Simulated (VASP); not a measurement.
A run of VASP 6.6.1 is set up as follows.

File INCAR:

```
SYSTEM = GdSi2
  PREC = Accurate
  ENCUT = 520
  EDIFF = 1E-6
  ISMEAR = 0
  SIGMA = 0.05
  LREAL = .FALSE.
  LASPH = .TRUE.
  NELM = 150
  ALGO = Normal
  ISIF = 2
  LWAVE = .FALSE.
  LCHARG = .TRUE.
  ISPIN = 2
  MAGMOM = 7.49 0 0
  LORBIT = 11
  LMAXMIX = 6
  GGA = PS
  LELF = .TRUE.
  LVHAR = .TRUE.
  NBANDS = 24
```

KPOINTS

```
Automatic mesh
0
G
  10 10 8
  0 0 0
```

File POSCAR:

```
GdSi2
1.0
    4.0255771970      0.0000000000      0.0000000000
   -2.0127885985      3.4862521175      0.0000000000
    0.0000000000      0.0000000000      3.9117637289
Gd Si
1 2
Direct
    0.0000000000      0.0000000000      0.0000000000
    0.3333333333      0.6666666667      0.5000000000
    0.6666666667      0.3333333333      0.5000000000
```

Potentials or basis: VASP PAW PBE potentials, release 64 (Gd, Si).

Command:

```console
$ cat potpaw_PBE.64/Gd/POTCAR potpaw_PBE.64/Si/POTCAR > POTCAR
$ mpirun -np 1 vasp_std > vasp.out
```

Q: Estimate the net moment.

A: 6.54 μB per cell.

Q: Predict the site moments.

A: Gd +6.66; Si -0.06 μB.

Stress tensor (GPa, compression positive):
```
2.06 0.00 0.00
0.00 2.06 0.00
0.00 0.00 1.98
```

Caveat: the PAW data sets were made with another functional, which shifts forces and pressure a little. The state reached can hang on the start; a lower one may exist.
